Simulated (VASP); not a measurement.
**Al36H: single point with PBE+D3(BJ)**

The system is Al36H, a slab with vacuum.

```
CELL_PARAMETERS angstrom
5.62884 0.00000 0.00000
-2.81442 4.87472 0.00000
0.00000 0.00000 35.80736
ATOMIC_POSITIONS crystal
Al 0.16667 0.33333 0.11171
Al 0.16667 0.83333 0.11171
Al 0.66667 0.33333 0.11171
Al 0.66667 0.83333 0.11171
Al 0.00000 0.00000 0.17623
Al 0.00000 0.50000 0.17623
Al 0.50000 0.00000 0.17623
Al 0.50000 0.50000 0.17623
Al 0.33333 0.16667 0.24075
Al 0.33333 0.66667 0.24075
Al 0.83333 0.16667 0.24075
Al 0.83333 0.66667 0.24075
Al 0.00000 0.00000 0.30527
Al 0.00000 0.50000 0.30527
Al 0.50000 0.00000 0.30527
Al 0.50000 0.50000 0.30527
Al 0.16667 0.33333 0.36928
Al 0.16667 0.83333 0.36928
Al 0.66667 0.33333 0.36928
Al 0.66667 0.83333 0.36928
Al 0.00000 0.00000 0.43328
Al 0.00000 0.50000 0.43328
Al 0.50000 0.00000 0.43328
Al 0.50000 0.50000 0.43328
Al 0.33333 0.16667 0.49817
Al 0.33333 0.66667 0.49817
Al 0.83333 0.16667 0.49817
Al 0.83333 0.66667 0.49817
Al 0.00000 0.00000 0.56268
Al 0.00000 0.50000 0.56268
Al 0.50000 0.00000 0.56268
Al 0.50000 0.50000 0.56268
Al 0.16667 0.33333 0.62857
Al 0.16667 0.83333 0.62857
Al 0.66667 0.33333 0.62857
Al 0.66667 0.83333 0.62857
H 0.16667 0.33333 0.69839
```

```yaml
Program: VASP 6.6.1
Task: single point
Functional: PBE
Dispersion: D3(BJ)
Potentials_or_basis: VASP PAW PBE potentials, release 64 (Al, H)
Cutoff: 520 eV
k_mesh: 6 × 6 × 1
Occupations: gaussian, width 0.1 eV
Spin: no spin polarisation
```

| Item | Value |
| --- | --- |
| Largest force | 1.650 eV/Å |
| Band gap on the k mesh | zero (an odd number of electrons rules out a gap without spin polarisation) |
| Dispersion energy per atom | -0.305 eV |

Forces in eV/Å, atoms in the order of the input:
```
Al   0.000  0.000 -0.111
Al  -0.003 -0.002 -0.101
Al   0.000  0.003 -0.101
Al   0.003 -0.002 -0.101
Al   0.000  0.053  0.104
Al   0.046 -0.027  0.104
Al   0.000  0.000  0.135
Al  -0.046 -0.027  0.104
Al  -0.025  0.014 -0.022
Al   0.000 -0.029 -0.022
Al   0.025  0.014 -0.022
Al   0.000  0.000 -0.023
Al   0.000  0.021  0.023
Al   0.018 -0.010  0.023
Al   0.000  0.000 -0.013
Al  -0.018 -0.010  0.023
Al   0.000  0.000  0.040
Al  -0.004 -0.002 -0.010
Al   0.000  0.005 -0.010
Al   0.004 -0.002 -0.010
Al   0.000  0.043  0.004
Al   0.037 -0.022  0.004
Al   0.000  0.000  0.077
Al  -0.037 -0.022  0.004
Al  -0.004  0.003 -0.029
Al   0.000 -0.005 -0.029
Al   0.004  0.003 -0.029
Al   0.000  0.000  0.035
Al   0.000 -0.016  0.013
Al  -0.014  0.008  0.013
Al   0.000  0.000 -0.052
Al   0.014  0.008  0.013
Al   0.000  0.000  1.650
Al   0.020  0.011 -0.014
Al   0.000 -0.023 -0.014
Al  -0.020  0.011 -0.014
H    0.000  0.000 -1.642
```

Levels at points of the mesh, in eV from the Fermi level:
```csv
k point,band 52,band 53,band 54,band 55,band 56,band 57,band 58,band 59
"(0.00, 0.00, 0.00)",-1.28,-1.28,-1.20,-0.70,-0.55,-0.55,-0.47,-0.45
"(0.50, 0.00, 0.00)",-0.13,-0.12,-0.08,-0.04,0.28,0.44,0.44,0.51
```

Run time: 23 min on 1 thread of Intel(R) Xeon(R) 6975P-C (Granite Rapids), on a shared host, peak memory 1 GiB.
